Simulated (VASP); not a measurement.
Input of a VASP 6.6.1 run:

Contents of INCAR:

```
SYSTEM = GaH5N
PREC     = Accurate       ! precision mode
ENCUT    = 520            ! plane-wave cutoff, eV
EDIFF    = 1E-6           ! SCF threshold, eV
ISMEAR   = 0              ! smearing method
SIGMA    = 0.05           ! smearing width, eV
LREAL    = .FALSE.        ! projectors in reciprocal space
LASPH    = .TRUE.         ! aspherical terms in the spheres
NELM     = 60             ! most SCF steps
ALGO     = Normal         ! electronic algorithm
ISIF     = 2              ! what is computed and relaxed
LWAVE    = .FALSE.        ! write WAVECAR
LCHARG   = .FALSE.        ! write CHGCAR
GGA      = PE             ! functional
NBANDS   = 36             ! bands
```

KPOINTS

```
Automatic mesh
0
G
  1 1 1
  0 0 0
```

POSCAR

```
GaH5N
1.0
   12.2000000000      0.0000000000      0.0000000000
    0.0000000000     12.2000000000      0.0000000000
    0.0000000000      0.0000000000     14.0000000000
Ga N H
2 2 10
Direct
    0.5666217662      0.5384954716      0.5007541484
    0.4337116354      0.4617311711      0.3358934660
    0.5681390782      0.5393749532      0.6668228385
    0.4276915661      0.4581502474      0.4856900448
    0.6687588977      0.4628480120      0.4933289126
    0.5520018228      0.6647488215      0.4933229502
    0.4445010956      0.3383617452      0.3055953843
    0.3322410494      0.5328033549      0.3057240116
    0.5485770497      0.5280567884      0.3370955913
    0.5020662711      0.5016539502      0.6973296525
    0.6367808881      0.5008777354      0.6917728950
    0.5698416520      0.6180780667      0.6917294787
    0.4268042905      0.3795634869      0.5103544535
    0.3591383688      0.4965462358      0.5103969685
```

Potentials or basis: VASP PAW PBE potentials, release 64 (Ga_d, N, H).

Command:

```bash
$ cat potpaw_PBE.64/Ga_d/POTCAR potpaw_PBE.64/N/POTCAR potpaw_PBE.64/H/POTCAR > POTCAR
$ mpirun -np 1 vasp_gam > vasp.out
```

Problem. Predict the gap between the frontier levels.

Solution. 4.42 eV.

Problem. Predict the largest force.

Solution. 0.061 eV/Å.

Forces on the atoms (eV/Å):
```
Ga   0.025  0.013 -0.021
Ga  -0.012 -0.006 -0.021
N   -0.003 -0.001  0.061
N   -0.018 -0.011  0.007
H   -0.024  0.016  0.002
H    0.002 -0.029  0.002
H    0.001  0.023  0.006
H    0.020 -0.011  0.006
H    0.002  0.001 -0.004
H    0.002  0.001 -0.010
H   -0.002 -0.003 -0.016
H   -0.003 -0.001 -0.017
H    0.007  0.001  0.003
H    0.004  0.005  0.004
```
